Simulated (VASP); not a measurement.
# HfN in VASP: further runs

The runs below take HfN through single point, relaxation of cell and atoms, with PBE.

Everything below comes from runs of VASP 6.6.1. Logs are shortened: lines on timing, memory, paths and dates and some standing lists are left out, and cuts for length are marked.

### Step 1. The cell of the first run

The typed cell holds 2 atoms: a = 3.216 Å, b = 3.216 Å, c = 3.216 Å, α = 60.00°, β = 60.00°, γ = 60.00°.

### Step 2. Single point, PBE (all N atoms moved 0.1 Å in one direction)

INCAR reads:

```
SYSTEM = HfN
PREC = Accurate
ENCUT = 520
EDIFF = 1E-6
ISMEAR = 0
SIGMA = 0.15
LREAL = .FALSE.
LASPH = .TRUE.
NELM = 60
ALGO = Normal
ISIF = 2
LWAVE = .FALSE.
LCHARG = .FALSE.
GGA = PE
NBANDS = 14
```

KPOINTS reads:

```
Automatic mesh
0
G
  12 12 12
  0 0 0
```

POSCAR reads:

```
HfN
1.0
    0.0000000000      2.2738965622      2.2738965622
    2.2738965622      0.0000000000      2.2738965622
    2.2738965622      2.2738965622      0.0000000000
Hf N
1 1
Direct
   -0.0157964002     -0.0030309551      0.0142898829
    0.5157964002      0.5030309551      0.4857101171
```

Potentials or basis: VASP PAW PBE potentials, release 64 (Hf_pv, N).

Launch:

```sh
$ cat potpaw_PBE.64/Hf_pv/POTCAR potpaw_PBE.64/N/POTCAR > POTCAR
$ mpirun -np 1 vasp_std > vasp.out
```

OUTCAR:

```text
SYSTEM = HfN
   PREC = Accurate
   ENCUT = 520
   EDIFF = 1E-6
   ISMEAR = 0
   LREAL = .FALSE.
   LASPH = .TRUE.
   NELM = 60
   ISIF = 2
   GGA = PE

 ion  position               nearest neighbor table
   1  0.984  0.997  0.014-   2 2.19   2 2.22   2 2.27   2 2.28   2 2.33   2 2.36
   2  0.516  0.503  0.486-   1 2.19   1 2.22   1 2.27   1 2.28   1 2.33   1 2.36

  LATTYP: Found a face centered cubic cell.
 ALAT       =     4.5477931244

  Lattice vectors:

 A1 = (   0.0000000000,   2.2738965622,   2.2738965622)
 A2 = (   2.2738965622,   0.0000000000,   2.2738965622)
 A3 = (   2.2738965622,   2.2738965622,   0.0000000000)

Analysis of symmetry for initial positions (statically):
=====================================================================
 Subroutine PRICEL returns:
 Original cell was already a primitive cell.

 Routine SETGRP: Setting up the symmetry group for a
 face centered cubic supercell.

 Subroutine GETGRP returns: Found  1 space group operations
 (whereof  1 operations were pure point group operations)
 out of a pool of 48 trial point group operations.

The static configuration has the point symmetry C_1 .

Analysis of symmetry for dynamics (positions and initial velocities):
=====================================================================
 Subroutine PRICEL returns:
 Original cell was already a primitive cell.

 Routine SETGRP: Setting up the symmetry group for a
 face centered cubic supercell.

 Subroutine GETGRP returns: Found  1 space group operations
 (whereof  1 operations were pure point group operations)
 out of a pool of 48 trial point group operations.

The dynamic configuration has the point symmetry C_1 .

 Subroutine INISYM returns: Found  1 space group operations
 (whereof  1 operations are pure point group operations),
 and found     1 'primitive' translations

----------------------------------------------------------------------------------------

                                     Primitive cell

  volume of cell :      23.5148

  direct lattice vectors                    reciprocal lattice vectors
     0.000000000  2.273896562  2.273896562    -0.219886871  0.219886871  0.219886871
     2.273896562  0.000000000  2.273896562     0.219886871 -0.219886871  0.219886871
     2.273896562  2.273896562  0.000000000     0.219886871  0.219886871 -0.219886871

  length of vectors
     3.215775358  3.215775358  3.215775358     0.380855232  0.380855232  0.380855232

  position of ions in fractional coordinates (direct lattice)
     0.984203600  0.996969045  0.014289883
     0.515796400  0.503030955  0.485710117

  ion indices of the primitive-cell ions
   primitive index   ion index
                 1           1
                 2           2

----------------------------------------------------------------------------------------

 KPOINTS: Automatic mesh

Automatic generation of k-mesh.
 Grid dimensions read from file:
 generate k-points for:   12   12   12

 Generating k-lattice:

  Cartesian coordinates                     Fractional coordinates (reciprocal lattice)
    -0.018323906  0.018323906  0.018323906     0.083333333  0.000000000  0.000000000
     0.018323906 -0.018323906  0.018323906     0.000000000  0.083333333  0.000000000
     0.018323906  0.018323906 -0.018323906     0.000000000  0.000000000  0.083333333

  Length of vectors
     0.031737936  0.031737936  0.031737936

  Shift w.r.t. Gamma in fractional coordinates (k-lattice)
     0.000000000  0.000000000  0.000000000

 Subroutine IBZKPT returns following result:
 ===========================================

 Found    868 irreducible k-points:

 Following reciprocal coordinates:
            Coordinates               Weight
  0.000000  0.000000  0.000000      1.000000
  0.083333  0.000000  0.000000      2.000000
  0.000000  0.083333  0.000000      2.000000
  0.000000  0.000000  0.083333      2.000000
  0.083333  0.083333  0.083333      2.000000
  0.166667  0.000000  0.000000      2.000000
[... 16 lines left out ...]
  0.000000  0.500000  0.000000      1.000000
  0.000000  0.000000  0.500000      1.000000
 [... further k-points ...]
   k-points           NKPTS =    868   k-points in BZ     NKDIM =    868   number of bands    NBANDS=     14
   number of dos      NEDOS =    301   number of ions     NIONS =      2
   total plane-waves  NPLWV =  13824
   dimension x,y,z NGX =    24 NGY =   24 NGZ =   24
   dimension x,y,z NGXF=    48 NGYF=   48 NGZF=   48
   ions per type =               1   1
   NGX,Y,Z   is equivalent  to a cutoff of  12.41, 12.41, 12.41 a.u.
   NGXF,Y,Z  is equivalent  to a cutoff of  24.81, 24.81, 24.81 a.u.
 SYSTEM =  HfN
   PREC   = accura    normal or accurate (medium, high low for compatibility)
   ISTART =      0    job   : 0-new  1-cont  2-samecut
   ICHARG =      2    charge: 1-file 2-atom 10-const
   ISPIN  =      1    spin polarized calculation?
   LNONCOLLINEAR =      F non collinear calculations
   LSORBIT =      F    spin-orbit coupling
   LASPH  =      T    aspherical Exc in radial PAW
   ENCUT  =  520.0 eV  38.22 Ry    6.18 a.u.   5.98  5.98  5.98*2*pi/ulx,y,z
   NELM   =     60;   NELMIN=  2; NELMDL= -5     # of ELM steps
   EDIFF  = 0.1E-05   stopping-criterion for ELM
   LREAL  =      F    real-space projection
   EDIFFG = 0.1E-04   stopping-criterion for IOM
   NSW    =      0    number of steps for IOM
   IBRION =     -1    ionic relax: 0-MD 1-quasi-New 2-CG
   NFREE  =      0    steps in history (QN), initial steepest desc. (CG)
   ISIF   =      2    stress and relaxation
   ISYM   =      2    0-nonsym 1-usesym 2-fastsym
   POTIM  = 0.5000    time-step for ionic-motion
   TEBEG  =    0.0;   TEEND  =   0.0 temperature during run
   PSTRESS=    0.0 pullay stress
   NELECT =      15.0000    total number of electrons
   NUPDOWN=      -1.0000    fix difference up-down
   EMIN   =  10.00;   EMAX   =-10.00  energy-range for DOS
   EFERMI =   0.00;   METHOD = LEGACY
   ISMEAR =     0;   SIGMA  =   0.15  broadening in eV -4-tet -1-fermi 0-gaus
   EFERMI_NEDOS =   21; number of points for ismear=-14 and -15
   IALGO  =     38    algorithm
   IMIX   =      4    mixing-type and parameters
     AMIX     =   0.40;   BMIX     =  1.00
     AMIX_MAG =   1.60;   BMIX_MAG =  1.00
  volume/ion in A,a.u.               =      11.76        79.34
  Fermi-wavevector in a.u.,A,eV,Ry     =   1.409260  2.663116 27.021368  1.986015
  Thomas-Fermi vector in A             =   2.531334
   LORBIT       =      0    0 simple, 1 ext, 2 COOP (PROOUT), +10 PAW based schemes
   GGA     = PE    functional components
   LHFCALC =     F    Hartree Fock is set to
   AEXX    =    0.0000 exact exchange contribution
   IVDW    =     0    specifies the selected vdW correction
   LEPSILON=     F    determine dielectric tensor
   LRPA    =     F    only Hartree local field effects (RPA)
 non-spin polarized calculation
 Gauss-broadening in eV      SIGMA  =   0.15
  energy-cutoff  :      520.00
  volume of cell :       23.51
 maximum number of plane-waves:       648
   NGX = 11   NGY = 11   NGZ = 11

 number of electron      15.0000000 magnetization

 Free energy of the ion-electron system (eV)
  ---------------------------------------------------
  ext. energy  EPLUGINS =         0.00000000
  ---------------------------------------------------
  free energy    TOTEN  =       -21.71067061 eV

  energy without entropy =      -21.70593371  energy(sigma->0) =      -21.70830216

 E-fermi :   8.2231     XC(G=0): -12.6250

 val. band max:        8.2193030560   @ k =  -0.1667   0.2500   0.0833
 cond. band min:       8.2378951252   @ k =   0.2500   0.1667   0.4167
 fundamental gap:      0.0185920692
 Fermi energy:         8.2230876734

 k-point     1 :       0.0000    0.0000    0.0000
  band No.  band energies     occupation
      1     -23.0173      2.00000
      2     -23.0083      2.00000
      3     -23.0058      2.00000
      4      -9.1865      2.00000
      5       5.0330      2.00000
      6       5.0555      2.00000
      7       5.0818      2.00000
      8       7.8780      1.99886
      9       8.0395      1.91658
     10       8.0639      1.86655
     11       9.7971      0.00000
     12      10.1816      0.00000
     13      10.3097      0.00000
     14      17.7043      0.00000

 k-point     2 :       0.0833    0.0000    0.0000
  band No.  band energies     occupation
      1     -23.0789      2.00000
      2     -23.0160      2.00000
      3     -23.0129      2.00000
      4      -9.0348      2.00000
      5       4.3663      2.00000
      6       4.7202      2.00000
      7       4.7786      2.00000
      8       8.0524      1.89234
      9       8.1441      1.54362
     10       8.2525      0.78175
     11      10.3107      0.00000
     12      10.7089      0.00000
     13      10.8121      0.00000
     14      18.2322      0.00000

 k-point     3 :       0.0000    0.0833    0.0000
  band No.  band energies     occupation
      1     -23.0747      2.00000
      2     -23.0212      2.00000
      3     -23.0123      2.00000
      4      -9.0339      2.00000
      5       4.3001      2.00000
      6       4.7228      2.00000
      7       4.8827      2.00000
      8       7.9294      1.99437
      9       8.1718      1.37124
     10       8.2827      0.57399
     11      10.2843      0.00000
     12      10.7078      0.00000
     13      10.8640      0.00000
     14      18.2296      0.00000

 k-point     4 :       0.0000    0.0000    0.0833
  band No.  band energies     occupation
      1     -23.0782      2.00000
      2     -23.0164      2.00000
      3     -23.0132      2.00000
      4      -9.0346      2.00000
      5       4.3512      2.00000
      6       4.7228      2.00000
      7       4.7986      2.00000
      8       8.0362      1.92186
      9       8.1310      1.61448
     10       8.2693      0.66281
     11      10.3040      0.00000
     12      10.7161      0.00000
     13      10.8164      0.00000
     14      18.2317      0.00000

 k-point     5 :       0.0833    0.0833    0.0833
  band No.  band energies     occupation
      1     -23.0749      2.00000
      2     -23.0209      2.00000
      3     -23.0123      2.00000
      4      -9.0339      2.00000
      5       4.3026      2.00000
      6       4.7232      2.00000
      7       4.8778      2.00000
      8       7.9358      1.99325
      9       8.1673      1.40090
     10       8.2839      0.56649
     11      10.2851      0.00000
[... 276 lines left out ...]
 k-point    22 :       0.5000    0.0000    0.0000
  band No.  band energies     occupation
      1     -23.9015      2.00000
      2     -23.0925      2.00000
      3     -23.0893      2.00000
      4      -6.6015      2.00000
      5      -0.5448      2.00000
      6       2.1043      2.00000
      7       2.1221      2.00000
      8      11.3361      0.00000
      9      11.7897      0.00000
     10      11.8421      0.00000
     11      12.6122      0.00000
     12      16.7188      0.00000
     13      16.8727      0.00000
     14      19.8494      0.00000

 k-point    23 :       0.0000    0.5000    0.0000
  band No.  band energies     occupation
      1     -23.9018      2.00000
      2     -23.0977      2.00000
      3     -23.0895      2.00000
      4      -6.5862      2.00000
      5      -0.5585      2.00000
      6       2.1358      2.00000
      7       2.1695      2.00000
      8      11.3662      0.00000
      9      11.6834      0.00000
     10      11.8085      0.00000
     11      12.5364      0.00000
     12      16.6354      0.00000
     13      16.8181      0.00000
     14      19.8924      0.00000

 k-point    24 :       0.0000    0.0000    0.5000
  band No.  band energies     occupation
      1     -23.9016      2.00000
      2     -23.0930      2.00000
      3     -23.0898      2.00000
      4      -6.5987      2.00000
      5      -0.5473      2.00000
      6       2.1086      2.00000
      7       2.1327      2.00000
      8      11.3358      0.00000
      9      11.7794      0.00000
     10      11.8340      0.00000
     11      12.5953      0.00000
     12      16.7077      0.00000
     13      16.8584      0.00000
     14      19.8573      0.00000

 [... further k-points ...]

------------------------ aborting loop because EDIFF is reached ----------------------------------------

  FORCE on cell =-STRESS in cart. coord.  units (eV):
  Direction    XX          YY          ZZ          XY          YZ          ZX
  --------------------------------------------------------------------------------------
  -------------------------------------------------------------------------------------
  Total       -0.2038919     -0.3484501      0.0599692      0.0024562     -0.0033936      0.0247599
  in kB      -13.8921144    -23.7415489      4.0859827      0.1673541     -0.2312196      1.6870060
  external PRESSURE =     -11.1825602 kB  Pullay stress =       0.0000000 kB

 VOLUME and BASIS-vectors are now :
 -----------------------------------------------------------------------------
  energy-cutoff  :      520.00
  volume of cell :       23.51
      direct lattice vectors                 reciprocal lattice vectors
     0.000000000  2.273896562  2.273896562    -0.219886871  0.219886871  0.219886871
     2.273896562  0.000000000  2.273896562     0.219886871 -0.219886871  0.219886871
     2.273896562  2.273896562  0.000000000     0.219886871  0.219886871 -0.219886871

 POSITION                                       TOTAL-FORCE (eV/Angst)
 -----------------------------------------------------------------------------------
      2.29950      2.27047      4.50498        -0.557229      0.073926      0.942492
      2.24829      2.27732      2.31671         0.557229     -0.073926     -0.942492
 -----------------------------------------------------------------------------------
    total drift:                                0.000153      0.000001     -0.000012

  FREE ENERGIE OF THE ION-ELECTRON SYSTEM (eV)
  ---------------------------------------------------
  free  energy   TOTEN  =       -21.7106706121 eV

  energy  without entropy=      -21.7059337067  energy(sigma->0) =      -21.70830216
```

Wall time 66 s (1 thread of Intel Xeon 6975P-C (Granite Rapids), shared host); peak memory 0.38 GiB.

Results:

- Free energy: -21.7107 eV
- Pressure: -1.1 GPa
- Largest force: 1.097 eV/Å
- Band gap on the k mesh: zero (an odd number of electrons rules out a gap without spin polarisation)

Forces in eV/Å, atoms in the order of the input:
```
Hf  -0.557  0.074  0.942
N    0.557 -0.074 -0.942
```

Caveat: the cell differs from its parent crystal (all N atoms moved 0.1 Å in one direction); spin-orbit coupling is left out, which moves the levels of the heavy elements; forces of over 1 eV/Å act on the atoms, so gaps and moduli don't describe the material at rest.

(Continued in part 2 of 2.)
